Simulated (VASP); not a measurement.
# Ge6MoW2 in VASP: further runs

The runs below take Ge6MoW2 through single point, with PBE.

Everything below comes from runs of VASP 6.6.1. Logs are shortened: lines on timing, memory, paths and dates and some standing lists are left out, and cuts for length are marked.

### Step 1. The cell of the first run

It takes space group I4/mmm (No. 139, tetragonal). Conventional cell: a = 3.341 Å, b = 3.341 Å, c = 24.864 Å, α = 90.00°, β = 90.00°, γ = 90.00°. Within 3.6 Å of Ge (site symmetry 4mm) lie 9 Ge at 2.70 to 3.34 Å and 5 W at 2.72 to 2.80 Å. Ge (site symmetry 4mm) has 9 Ge at 2.68 to 3.34 Å and 4 Mo at 2.71 Å and 1 W at 2.81 Å within 3.5 Å. Ge (site symmetry 4mm) has 9 Ge at 2.70 to 3.34 Å and 4 W at 2.72 Å and 1 Mo at 2.79 Å within 3.6 Å. Within 3.6 Å of Mo (site symmetry 4/mmm) lie 10 Ge at 2.71 to 2.79 Å and 4 Mo at 3.34 Å. W (site symmetry 4mm) has 10 Ge at 2.72 to 2.81 Å and 4 W at 3.34 Å within 3.6 Å.

### Step 2. Single point, PBE

INCAR

```
SYSTEM = Ge6MoW2
PREC = Accurate ; ENCUT = 520
EDIFF = 1E-6 ; ISMEAR = 0
SIGMA = 0.1 ; LREAL = .False.
LASPH = .True. ; NELM = 80
ALGO = Normal ; ISIF = 2
LWAVE = .False. ; LCHARG = .False.
GGA = PE ; NBANDS = 73
KPAR = 4
```

KPOINTS

```
regular mesh
0
Gamma
  8 8 8
  0 0 0
```

POSCAR

```
Ge6MoW2
1.0
   -1.6705309000      1.6705309000     12.4319686000
    1.6705309000     -1.6705309000     12.4319686000
    1.6705309000      1.6705309000    -12.4319686000
Ge Mo W
6 1 2
Direct
    0.7792300000      0.7792300000      0.0000000000
    0.4461980000      0.4461980000      0.0000000000
    0.1123540000      0.1123540000      0.0000000000
    0.8876460000      0.8876460000      0.0000000000
    0.5538020000      0.5538020000      0.0000000000
    0.2207700000      0.2207700000      0.0000000000
    0.0000000000      0.0000000000      0.0000000000
    0.6667670000      0.6667670000      0.0000000000
    0.3332330000      0.3332330000      0.0000000000
```

Potentials or basis: VASP PAW PBE potentials, release 64 (Ge_d, Mo_sv, W_sv).

Started as:

```sh
$ cat potpaw_PBE.64/Ge_d/POTCAR potpaw_PBE.64/Mo_sv/POTCAR potpaw_PBE.64/W_sv/POTCAR > POTCAR
$ mpirun -np 4 vasp_std > vasp.out
```

OUTCAR:

```text
SYSTEM = Ge6MoW2
   PREC = Accurate
   ENCUT = 520
   EDIFF = 1E-6
   ISMEAR = 0
   LREAL = .False.
   LASPH = .True.
   NELM = 80
   ISIF = 2
   GGA = PE

 ion  position               nearest neighbor table
   1  0.779  0.779  0.000-   4 2.70   9 2.72   9 2.72   9 2.72   9 2.72   6 2.77   6 2.77   6 2.77
                             6 2.77   8 2.80
   2  0.446  0.446  0.000-   5 2.68   7 2.71   7 2.71   7 2.71   7 2.71   4 2.78   4 2.78   4 2.78
                             4 2.78   9 2.81
   3  0.112  0.112  0.000-   6 2.70   8 2.72   8 2.72   8 2.72   8 2.72   5 2.78   5 2.78   5 2.78
                             5 2.78   7 2.79
   4  0.888  0.888  0.000-   1 2.70   9 2.72   9 2.72   9 2.72   9 2.72   2 2.78   2 2.78   2 2.78
                             2 2.78   7 2.79
   5  0.554  0.554  0.000-   2 2.68   7 2.71   7 2.71   7 2.71   7 2.71   3 2.78   3 2.78   3 2.78
                             3 2.78   8 2.81
   6  0.221  0.221  0.000-   3 2.70   8 2.72   8 2.72   8 2.72   8 2.72   1 2.77   1 2.77   1 2.77
                             1 2.77   9 2.80
   7  0.000  0.000  0.000-   5 2.71   5 2.71   5 2.71   2 2.71   5 2.71   2 2.71   2 2.71   2 2.71
                             3 2.79   4 2.79
   8  0.667  0.667  0.000-   6 2.72   6 2.72   6 2.72   6 2.72   3 2.72   3 2.72   3 2.72   3 2.72
                             1 2.80   5 2.81
   9  0.333  0.333  0.000-   1 2.72   1 2.72   1 2.72   1 2.72   4 2.72   4 2.72   4 2.72   4 2.72
                             6 2.80   2 2.81

  LATTYP: Found a body centered tetragonal cell.
 ALAT       =     3.3410618000
 C/A-ratio  =     7.4419267551

  Lattice vectors:

 A1 = (  -1.6705309000,   1.6705309000,  12.4319686000)
 A2 = (   1.6705309000,  -1.6705309000,  12.4319686000)
 A3 = (   1.6705309000,   1.6705309000, -12.4319686000)

Analysis of symmetry for initial positions (statically):
=====================================================================
 Subroutine PRICEL returns:
 Original cell was already a primitive cell.

 Routine SETGRP: Setting up the symmetry group for a
 body centered tetragonal supercell.

 Subroutine GETGRP returns: Found 16 space group operations
 (whereof 16 operations were pure point group operations)
 out of a pool of 16 trial point group operations.

The static configuration has the point symmetry D_4h.

Analysis of symmetry for dynamics (positions and initial velocities):
=====================================================================
 Subroutine PRICEL returns:
 Original cell was already a primitive cell.

 Routine SETGRP: Setting up the symmetry group for a
 body centered tetragonal supercell.

 Subroutine GETGRP returns: Found 16 space group operations
 (whereof 16 operations were pure point group operations)
 out of a pool of 16 trial point group operations.

The dynamic configuration has the point symmetry D_4h.

 Subroutine INISYM returns: Found 16 space group operations
 (whereof 16 operations are pure point group operations),
 and found     1 'primitive' translations

----------------------------------------------------------------------------------------

                                     Primitive cell

  volume of cell :     138.7743

  direct lattice vectors                    reciprocal lattice vectors
    -1.670530900  1.670530900 12.431968600     0.000000000  0.299306047  0.040218892
     1.670530900 -1.670530900 12.431968600     0.299306047  0.000000000  0.040218892
     1.670530900  1.670530900-12.431968600     0.299306047  0.299306047  0.000000000

  length of vectors
    12.654453376 12.654453376 12.654453376     0.301996141  0.301996141  0.423282671

  position of ions in fractional coordinates (direct lattice)
     0.779230000  0.779230000  0.000000000
     0.446198000  0.446198000  0.000000000
     0.112354000  0.112354000  0.000000000
     0.887646000  0.887646000  0.000000000
     0.553802000  0.553802000  0.000000000
     0.220770000  0.220770000  0.000000000
     0.000000000  0.000000000  0.000000000
     0.666767000  0.666767000  0.000000000
     0.333233000  0.333233000  0.000000000

  ion indices of the primitive-cell ions
   primitive index   ion index
                 1           1
                 2           2
                 3           3
                 4           4
                 5           5
                 6           6
                 7           7
                 8           8
                 9           9

----------------------------------------------------------------------------------------

 KPOINTS: regular mesh

Automatic generation of k-mesh.
 Grid dimensions read from file:
 generate k-points for:    8    8    8

 Generating k-lattice:

  Cartesian coordinates                     Fractional coordinates (reciprocal lattice)
     0.000000000  0.037413256  0.005027361     0.125000000  0.000000000  0.000000000
     0.037413256  0.000000000  0.005027361     0.000000000  0.125000000  0.000000000
     0.037413256  0.037413256  0.000000000     0.000000000  0.000000000  0.125000000

  Length of vectors
     0.037749518  0.037749518  0.052910334

  Shift w.r.t. Gamma in fractional coordinates (k-lattice)
     0.000000000  0.000000000  0.000000000

 Subroutine IBZKPT returns following result:
 ===========================================

 Found     59 irreducible k-points:

 Following reciprocal coordinates:
            Coordinates               Weight
  0.000000  0.000000  0.000000      1.000000
  0.125000  0.000000  0.000000      8.000000
  0.250000  0.000000  0.000000      8.000000
  0.375000  0.000000 -0.000000      8.000000
  0.500000  0.000000  0.000000      4.000000
  0.125000  0.125000  0.000000      8.000000
[... 16 lines left out ...]
  0.250000  0.125000  0.125000     16.000000
  0.375000  0.125000  0.125000      8.000000
 [... further k-points ...]
   k-points           NKPTS =     59   k-points in BZ     NKDIM =     59   number of bands    NBANDS=     73
   number of dos      NEDOS =    301   number of ions     NIONS =      9
   total plane-waves  NPLWV = 884736
   dimension x,y,z NGX =    96 NGY =   96 NGZ =   96
   dimension x,y,z NGXF=   192 NGYF=  192 NGZF=  192
   ions per type =               6   1   2
   NGX,Y,Z   is equivalent  to a cutoff of  12.61, 12.61, 12.61 a.u.
   NGXF,Y,Z  is equivalent  to a cutoff of  25.22, 25.22, 25.22 a.u.
 SYSTEM =  Ge6MoW2
   PREC   = accura    normal or accurate (medium, high low for compatibility)
   ISTART =      0    job   : 0-new  1-cont  2-samecut
   ICHARG =      2    charge: 1-file 2-atom 10-const
   ISPIN  =      1    spin polarized calculation?
   LNONCOLLINEAR =      F non collinear calculations
   LSORBIT =      F    spin-orbit coupling
   LASPH  =      T    aspherical Exc in radial PAW
   ENCUT  =  520.0 eV  38.22 Ry    6.18 a.u.  23.53 23.53 23.53*2*pi/ulx,y,z
   NELM   =     80;   NELMIN=  2; NELMDL= -5     # of ELM steps
   EDIFF  = 0.1E-05   stopping-criterion for ELM
   LREAL  =      F    real-space projection
   EDIFFG = 0.1E-04   stopping-criterion for IOM
   NSW    =      0    number of steps for IOM
   IBRION =     -1    ionic relax: 0-MD 1-quasi-New 2-CG
   NFREE  =      0    steps in history (QN), initial steepest desc. (CG)
   ISIF   =      2    stress and relaxation
   ISYM   =      2    0-nonsym 1-usesym 2-fastsym
   POTIM  = 0.5000    time-step for ionic-motion
   TEBEG  =    0.0;   TEEND  =   0.0 temperature during run
   PSTRESS=    0.0 pullay stress
   NELECT =     126.0000    total number of electrons
   NUPDOWN=      -1.0000    fix difference up-down
   EMIN   =  10.00;   EMAX   =-10.00  energy-range for DOS
   EFERMI =   0.00;   METHOD = LEGACY
   ISMEAR =     0;   SIGMA  =   0.10  broadening in eV -4-tet -1-fermi 0-gaus
   EFERMI_NEDOS =   21; number of points for ismear=-14 and -15
   IALGO  =     38    algorithm
   IMIX   =      4    mixing-type and parameters
     AMIX     =   0.40;   BMIX     =  1.00
     AMIX_MAG =   1.60;   BMIX_MAG =  1.00
  volume/ion in A,a.u.               =      15.42       104.05
  Fermi-wavevector in a.u.,A,eV,Ry     =   1.585241  2.995672 34.191303  2.512990
  Thomas-Fermi vector in A             =   2.684736
   LORBIT       =      0    0 simple, 1 ext, 2 COOP (PROOUT), +10 PAW based schemes
   GGA     = PE    functional components
   LHFCALC =     F    Hartree Fock is set to
   AEXX    =    0.0000 exact exchange contribution
   IVDW    =     0    specifies the selected vdW correction
   LEPSILON=     F    determine dielectric tensor
   LRPA    =     F    only Hartree local field effects (RPA)
 non-spin polarized calculation
 Gauss-broadening in eV      SIGMA  =   0.10
  energy-cutoff  :      520.00
  volume of cell :      138.77
 maximum number of plane-waves:      3758
 NGX is ok and might be reduce to    96
   NGX = 47   NGY = 47   NGZ = 47

 number of electron     126.0000009 magnetization

 Free energy of the ion-electron system (eV)
  ---------------------------------------------------
  ext. energy  EPLUGINS =         0.00000000
  ---------------------------------------------------
  free energy    TOTEN  =       -63.90396753 eV

  energy without entropy =      -63.88918109  energy(sigma->0) =      -63.89657431

 E-fermi :  10.0219     XC(G=0): -12.8055

 val. band max:       10.0146746416   @ k =  -0.2500   0.2500   0.2500
 cond. band min:      10.0237601778   @ k =  -0.1250   0.3750   0.1250
 fundamental gap:      0.0090855362
 Fermi energy:        10.0218835011

 k-point     1 :       0.0000    0.0000    0.0000
  band No.  band energies     occupation
      1     -64.0548      2.00000
      2     -64.0548      2.00000
      3     -50.8578      2.00000
      4     -28.2707      2.00000
      5     -28.2673      2.00000
      6     -28.2501      2.00000
[... 65 lines left out ...]
     72      13.4027      0.00000
     73      13.6621      0.00000

 k-point     2 :       0.1250    0.0000    0.0000
  band No.  band energies     occupation
      1     -64.0542      2.00000
      2     -64.0542      2.00000
      3     -50.8564      2.00000
      4     -28.2703      2.00000
      5     -28.2703      2.00000
      6     -28.2683      2.00000
[... 65 lines left out ...]
     72      13.6821      0.00000
     73      14.3351      0.00000

 k-point     3 :       0.2500    0.0000    0.0000
  band No.  band energies     occupation
      1     -64.0528      2.00000
      2     -64.0528      2.00000
      3     -50.8529      2.00000
      4     -28.3185      2.00000
      5     -28.3184      2.00000
      6     -28.2626      2.00000
[... 1585 lines left out ...]
     72      13.4402      0.00000
     73      13.5578      0.00000

 k-point    24 :       0.3750    0.1250    0.1250
  band No.  band energies     occupation
      1     -64.0488      2.00000
      2     -64.0487      2.00000
      3     -50.8431      2.00000
      4     -28.3771      2.00000
      5     -28.3771      2.00000
      6     -28.3035      2.00000
[... 65 lines left out ...]
     72      13.2694      0.00000
     73      13.4325      0.00000

 [... further k-points ...]

------------------------ aborting loop because EDIFF is reached ----------------------------------------

  FORCE on cell =-STRESS in cart. coord.  units (eV):
  Direction    XX          YY          ZZ          XY          YZ          ZX
  --------------------------------------------------------------------------------------
  -------------------------------------------------------------------------------------
  Total        0.2222928      0.2222928     -0.0754604      0.0000000      0.0000000      0.0000000
  in kB        2.5664156      2.5664156     -0.8712061      0.0000000      0.0000000      0.0000000
  external PRESSURE =       1.4205417 kB  Pullay stress =       0.0000000 kB

 VOLUME and BASIS-vectors are now :
 -----------------------------------------------------------------------------
  energy-cutoff  :      520.00
  volume of cell :      138.77
      direct lattice vectors                 reciprocal lattice vectors
    -1.670530900  1.670530900 12.431968600     0.000000000  0.299306047  0.040218892
     1.670530900 -1.670530900 12.431968600     0.299306047  0.000000000  0.040218892
     1.670530900  1.670530900-12.431968600     0.299306047  0.299306047  0.000000000

 POSITION                                       TOTAL-FORCE (eV/Angst)
 -----------------------------------------------------------------------------------
      0.00000      0.00000     19.37473         0.000000      0.000000      0.022352
      0.00000      0.00000     11.09424        -0.000000     -0.000000      0.025127
      0.00000      0.00000      2.79356         0.000000      0.000000      0.014340
      0.00000      0.00000     22.07037         0.000000      0.000000     -0.014340
      0.00000      0.00000     13.76970        -0.000000     -0.000000     -0.025127
      0.00000      0.00000      5.48921        -0.000000     -0.000000     -0.022352
      0.00000      0.00000      0.00000         0.000000      0.000000      0.000000
      0.00000      0.00000     16.57845         0.000000      0.000000      0.006939
      0.00000      0.00000      8.28548         0.000000      0.000000     -0.006939
 -----------------------------------------------------------------------------------
    total drift:                                0.000000     -0.000000      0.000000

  FREE ENERGIE OF THE ION-ELECTRON SYSTEM (eV)
  ---------------------------------------------------
  free  energy   TOTEN  =       -63.9039675318 eV

  energy  without entropy=      -63.8891810894  energy(sigma->0) =      -63.89657431
```

Run time: 48 min. Hardware: 4 MPI ranks of Intel Xeon Platinum 8559C (Emerald Rapids), shared host; peak memory 1.9 GiB.

What came out:

```
Free energy            : -63.9040 eV
Pressure               : 0.1 GPa
Largest force          : 0.025 eV/Å
Band gap on the k mesh : zero (bands 63 and 64 overlap by 1.13 eV)
```

Forces in eV/Å, atoms in the order of the input:
```
Ge   0.000  0.000  0.022
Ge   0.000  0.000  0.025
Ge   0.000  0.000  0.014
Ge   0.000  0.000 -0.014
Ge   0.000  0.000 -0.025
Ge   0.000  0.000 -0.022
Mo   0.000  0.000  0.000
W    0.000  0.000  0.007
W    0.000  0.000 -0.007
```

Levels at points of the mesh, in eV from the Fermi level:
```tsv
k point	band 61	band 62	band 63	band 64	band 65	band 66
(0.00, 0.00, 0.00)	0.38	0.70	0.72	0.74	0.77	0.77
(0.50, 0.00, 0.00)	-0.25	-0.09	0.01	1.69	2.17	2.20
(0.50, 0.50, 0.00)	-1.78	-1.59	-1.33	0.15	0.19	1.80
(0.50, 0.50, 0.50)	-0.45	-0.45	0.38	0.72	0.74	0.93
```

Caveat: spin-orbit coupling is left out, which moves the levels of the heavy elements.

(Part 1 of 2 ends here.)
